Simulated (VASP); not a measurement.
# Br2 in VASP: further runs

Runs on Br2. Level: PBE+D3(BJ). Tasks: single point, relaxation of the atoms.

All numbers are computed with VASP 6.6.1; they aren't measurements. Logs are shortened: lines on timing, memory, paths and dates and some standing lists are left out, and cuts for length are marked.

### 1 The cell of the first run

The cell holds a molecule in a box, 2 atoms: a = 14.000 Å, b = 14.500 Å, c = 15.000 Å, α = 90.00°, β = 90.00°, γ = 90.00°.

### 2 Single point, PBE+D3(BJ)

File INCAR:

```
SYSTEM = Br
PREC = Accurate
ENCUT = 520
EDIFF = 1E-6
ISMEAR = 0
SIGMA = 0.005
LREAL = .FALSE.
LASPH = .TRUE.
NELM = 100
ALGO = Normal
ISIF = 2
LWAVE = .FALSE.
LCHARG = .FALSE.
GGA = PE
IVDW = 12
NBANDS = 14
ISYM = 0
```

File KPOINTS:

```
regular mesh
0
G
  1 1 1
  0 0 0
```

File POSCAR:

```
Br
1.0
   14.0000000000      0.0000000000      0.0000000000
    0.0000000000     14.5000000000      0.0000000000
    0.0000000000      0.0000000000     15.0000000000
Br
2
Direct
    0.5823375646      0.4995129067      0.5005652778
    0.4176624354      0.5004870933      0.4994347222
```

Potentials or basis: VASP PAW PBE potentials, release 64 (Br).

On the command line:

```bash
$ cat potpaw_PBE.64/Br/POTCAR > POTCAR
$ mpirun -np 1 vasp_gam > vasp.out
```

OUTCAR:

```text
SYSTEM = Br
   PREC = Accurate
   ENCUT = 520
   EDIFF = 1E-6
   ISMEAR = 0
   LREAL = .FALSE.
   LASPH = .TRUE.
   NELM = 100
   ISIF = 2
   GGA = PE
   IVDW = 12
   ISYM = 0
 IVDW          = 12

 ion  position               nearest neighbor table
   1  0.582  0.500  0.501-   2 2.31
   2  0.418  0.500  0.499-   1 2.31

IMPORTANT INFORMATION: All symmetrisations will be switched off!
NOSYMM: (Re-)initialisation of all symmetry stuff for point group C_1.

----------------------------------------------------------------------------------------

                                     Primitive cell

  volume of cell :    3045.0000

  direct lattice vectors                    reciprocal lattice vectors
    14.000000000  0.000000000  0.000000000     0.071428571  0.000000000  0.000000000
     0.000000000 14.500000000  0.000000000     0.000000000  0.068965517  0.000000000
     0.000000000  0.000000000 15.000000000     0.000000000  0.000000000  0.066666667

  length of vectors
    14.000000000 14.500000000 15.000000000     0.071428571  0.068965517  0.066666667

  position of ions in fractional coordinates (direct lattice)
     0.582337565  0.499512907  0.500565278
     0.417662435  0.500487093  0.499434722

  ion indices of the primitive-cell ions
   primitive index   ion index
                 1           1
                 2           2

----------------------------------------------------------------------------------------

 KPOINTS: regular mesh

Automatic generation of k-mesh.
 Grid dimensions read from file:
 generate k-points for:    1    1    1

 Generating k-lattice:

  Cartesian coordinates                     Fractional coordinates (reciprocal lattice)
     0.071428571  0.000000000  0.000000000     1.000000000  0.000000000  0.000000000
     0.000000000  0.068965517  0.000000000     0.000000000  1.000000000  0.000000000
     0.000000000  0.000000000  0.066666667     0.000000000  0.000000000  1.000000000

  Length of vectors
     0.071428571  0.068965517  0.066666667

  Shift w.r.t. Gamma in fractional coordinates (k-lattice)
     0.000000000  0.000000000  0.000000000

 Subroutine IBZKPT returns following result:
 ===========================================

 Found      1 irreducible k-points:

 Following reciprocal coordinates:
            Coordinates               Weight
  0.000000  0.000000  0.000000      1.000000
   k-points           NKPTS =      1   k-points in BZ     NKDIM =      1   number of bands    NBANDS=     14
   number of dos      NEDOS =    301   number of ions     NIONS =      2
   total plane-waves  NPLWV = ******
   dimension x,y,z NGX =   108 NGY =  108 NGZ =  112
   dimension x,y,z NGXF=   216 NGYF=  216 NGZF=  224
   ions per type =               2
   NGX,Y,Z   is equivalent  to a cutoff of  12.82, 12.38, 12.41 a.u.
   NGXF,Y,Z  is equivalent  to a cutoff of  25.65, 24.76, 24.83 a.u.
 SYSTEM =  Br
   PREC   = accura    normal or accurate (medium, high low for compatibility)
   ISTART =      0    job   : 0-new  1-cont  2-samecut
   ICHARG =      2    charge: 1-file 2-atom 10-const
   ISPIN  =      1    spin polarized calculation?
   LNONCOLLINEAR =      F non collinear calculations
   LSORBIT =      F    spin-orbit coupling
   LASPH  =      T    aspherical Exc in radial PAW
   ENCUT  =  520.0 eV  38.22 Ry    6.18 a.u.  26.03 26.96 27.89*2*pi/ulx,y,z
   NELM   =    100;   NELMIN=  2; NELMDL= -5     # of ELM steps
   EDIFF  = 0.1E-05   stopping-criterion for ELM
   LREAL  =      F    real-space projection
   EDIFFG = 0.1E-04   stopping-criterion for IOM
   NSW    =      0    number of steps for IOM
   IBRION =     -1    ionic relax: 0-MD 1-quasi-New 2-CG
   NFREE  =      0    steps in history (QN), initial steepest desc. (CG)
   ISIF   =      2    stress and relaxation
   ISYM   =      0    0-nonsym 1-usesym 2-fastsym
   POTIM  = 0.5000    time-step for ionic-motion
   TEBEG  =    0.0;   TEEND  =   0.0 temperature during run
   PSTRESS=    0.0 pullay stress
   NELECT =      14.0000    total number of electrons
   NUPDOWN=      -1.0000    fix difference up-down
   EMIN   =  10.00;   EMAX   =-10.00  energy-range for DOS
   EFERMI =   0.00;   METHOD = LEGACY
   ISMEAR =     0;   SIGMA  =   0.01  broadening in eV -4-tet -1-fermi 0-gaus
   EFERMI_NEDOS =   21; number of points for ismear=-14 and -15
   IALGO  =     38    algorithm
   IMIX   =      4    mixing-type and parameters
     AMIX     =   0.40;   BMIX     =  1.00
     AMIX_MAG =   1.60;   BMIX_MAG =  1.00
  volume/ion in A,a.u.               =    1522.50     10274.34
  Fermi-wavevector in a.u.,A,eV,Ry     =   0.272221  0.514423  1.008250  0.074104
  Thomas-Fermi vector in A             =   1.112538
   LORBIT       =      0    0 simple, 1 ext, 2 COOP (PROOUT), +10 PAW based schemes
   GGA     = PE    functional components
   LHFCALC =     F    Hartree Fock is set to
   AEXX    =    0.0000 exact exchange contribution
   IVDW    =    12    specifies the selected vdW correction
   LEPSILON=     F    determine dielectric tensor
   LRPA    =     F    only Hartree local field effects (RPA)
 non-spin polarized calculation
 Gauss-broadening in eV      SIGMA  =   0.01
  energy-cutoff  :      520.00
  volume of cell :     3045.00
 maximum number of plane-waves:     40942
 NGX is ok and might be reduce to   108
   NGX = 53   NGY = 53   NGZ = 55

 number of electron      13.9999996 magnetization

 Free energy of the ion-electron system (eV)
  ---------------------------------------------------
  ext. energy  EPLUGINS =         0.00000000
  ---------------------------------------------------
  free energy    TOTEN  =        -3.02248376 eV

  energy without entropy =       -3.02248376  energy(sigma->0) =       -3.02248376

 E-fermi :  -6.6350     XC(G=0):  -0.3982

 val. band max:       -6.7079447990   @ k =   0.0000   0.0000   0.0000
 cond. band min:      -4.4967866722   @ k =   0.0000   0.0000   0.0000
 fundamental gap:      2.2111581268
 Fermi energy:        -6.6350069795

 k-point     1 :       0.0000    0.0000    0.0000
  band No.  band energies     occupation
      1     -21.8502      2.00000
      2     -19.0555      2.00000
      3     -10.7086      2.00000
      4      -8.7024      2.00000
      5      -8.7024      2.00000
      6      -6.7080      2.00000
      7      -6.7079      2.00000
      8      -4.4968      0.00000
      9      -0.4411      0.00000
     10       0.3638      0.00000
     11       0.4869      0.00000
     12       0.5057      0.00000
     13       0.5376      0.00000
     14       0.6270      0.00000

------------------------ aborting loop because EDIFF is reached ----------------------------------------

 Edisp (eV)   -0.03505

 E8    (eV) :    -0.0158

  FORCE on cell =-STRESS in cart. coord.  units (eV):
  Direction    XX          YY          ZZ          XY          YZ          ZX
  --------------------------------------------------------------------------------------
  -------------------------------------------------------------------------------------
  Total       0.02088    -0.00245    -0.00190    -0.00015    -0.00005     0.00018
  in kB       0.01099    -0.00129    -0.00100    -0.00008    -0.00003     0.00009
  external pressure =        0.00 kB  Pullay stress =        0.00 kB

 VOLUME and BASIS-vectors are now :
 -----------------------------------------------------------------------------
  energy-cutoff  :      520.00
  volume of cell :     3045.00
      direct lattice vectors                 reciprocal lattice vectors
    14.000000000  0.000000000  0.000000000     0.071428571  0.000000000  0.000000000
     0.000000000 14.500000000  0.000000000     0.000000000  0.068965517  0.000000000
     0.000000000  0.000000000 15.000000000     0.000000000  0.000000000  0.066666667

 POSITION                                       TOTAL-FORCE (eV/Angst)
 -----------------------------------------------------------------------------------
      8.15273      7.24294      7.50848         0.010261     -0.000235      0.000298
      5.84727      7.25706      7.49152        -0.010261      0.000235     -0.000298
 -----------------------------------------------------------------------------------
    total drift:                               -0.000001      0.000001      0.000000

  FREE ENERGIE OF THE ION-ELECTRON SYSTEM (eV)
  ---------------------------------------------------
  free  energy   TOTEN  =        -3.0575341917 eV

  energy  without entropy=       -3.0575341917  energy(sigma->0) =       -3.05753419
```

Run time: 4.7 min. Hardware: 1 thread of AMD EPYC 7R13, shared host; peak memory 1.6 GiB.

Results:

* Free energy: -3.0575 eV
* Largest force: 0.010 eV/Å
* Gap between the frontier levels: 2.21 eV
* Dispersion energy per atom: -0.018 eV

Forces on the atoms (eV/Å):
```
Br   0.010  0.000  0.000
Br  -0.010  0.000  0.000
```

### 3 Relaxation of the atoms, PBE+D3(BJ)

File INCAR:

```
SYSTEM = Br
PREC = Accurate ; ENCUT = 520
EDIFF = 1E-6 ; ISMEAR = 0
SIGMA = 0.005 ; LREAL = .FALSE.
LASPH = .TRUE. ; NELM = 100
ALGO = Normal ; ISIF = 2
LWAVE = .FALSE. ; LCHARG = .FALSE.
GGA = PE ; IVDW = 12
IBRION = 2 ; NSW = 100
EDIFFG = -0.01 ; ISYM = 0
```

KPOINTS is that of step 2.

File POSCAR:

```
Br
1.0
   14.0000000000      0.0000000000      0.0000000000
    0.0000000000     14.5000000000      0.0000000000
    0.0000000000      0.0000000000     15.0000000000
Br
2
Direct
    0.5861061836      0.4994906331      0.5005911223
    0.4138938164      0.5005093669      0.4994088777
```

Potentials or basis: VASP PAW PBE potentials, release 64 (Br).

On the command line:

```bash
$ cat potpaw_PBE.64/Br/POTCAR > POTCAR
$ mpirun -np 1 vasp_gam > vasp.out
```

Run time: 7.9 min. Hardware: 1 thread of AMD EPYC 7R13, shared host; peak memory 1.7 GiB.

The run converged. Its results:

* Free energy: -3.0575 eV
* Energy gained by relaxing: 34.3 meV/atom
* Ionic steps: 3
* Gap between the frontier levels: 2.21 eV
* Dispersion energy per atom: -0.018 eV

Step by step:
| step | energy change (eV) | largest force (eV/Å) | pressure (GPa) |
| --- | --- | --- | --- |
| 1 | 0.0000 | 1.2082 | -0.05 |
| 2 | -0.0675 | 0.1752 | 0.01 |
| 3 | -0.0685 | 0.0011 | 0.00 |

Final structure:
```
Br
1.0
    14.00000    0.00000    0.00000
     0.00000   14.50000    0.00000
     0.00000    0.00000   15.00000
Br
2
Cartesian
  8.1531 7.2429 7.5085
  5.8469 7.2571 7.4915
```

Levels at points of the mesh, in eV from the valence-band top:
```csv
k point,band 5,band 6,band 7,band 8,band 9,band 10
"(0.00, 0.00, 0.00)",-1.99,0.00,0.00,2.21,6.27,7.07
```
